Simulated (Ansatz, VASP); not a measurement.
# One calculation of Be5Sn, two programs

```
CELL_PARAMETERS angstrom
2.79907 0.00000 0.00000
-1.39953 2.42406 0.00000
0.00000 0.00000 11.34275
ATOMIC_POSITIONS crystal
Be 0.00000 0.00000 0.64541
Be 0.33333 0.66667 0.78360
Be 0.33333 0.66667 0.21640
Be 0.00000 0.00000 0.35459
Be 0.66667 0.33333 0.50000
Sn 0.00000 0.00000 0.00000
```

Alike in both runs: functional PBE; k mesh 6 × 6 × 2; occupations gaussian, width 0.1 eV; no spin polarisation.

Ansatz relaxed the structure, and its values are those at the end. VASP's run is a single point on that final structure, the one shown.

|  | VASP | Ansatz |
| --- | --- | --- |
| version | VASP 6.6.1 | Ansatz 0.2.0 |
| potentials or method | VASP PAW PBE potentials, release 64 (Be, Sn_d), cutoff 520 eV | scalar-relativistic, plane waves, PAW |
| valence electrons in the cell | 24 | 24 |

|  | VASP | Ansatz | Ansatz less VASP |
| --- | --- | --- | --- |
| gap on the k mesh at the Fermi level (eV) | none | none | - |
| pressure (GPa) | 0.0 | 0.0 | -0.01 |

A gap of «none» marks a metal or a gap that the smearing closes. The functional is the same, so the differences come from potentials, cutoffs and numerics.

The k mesh is coarse, so the values compare programs but aren't converged.
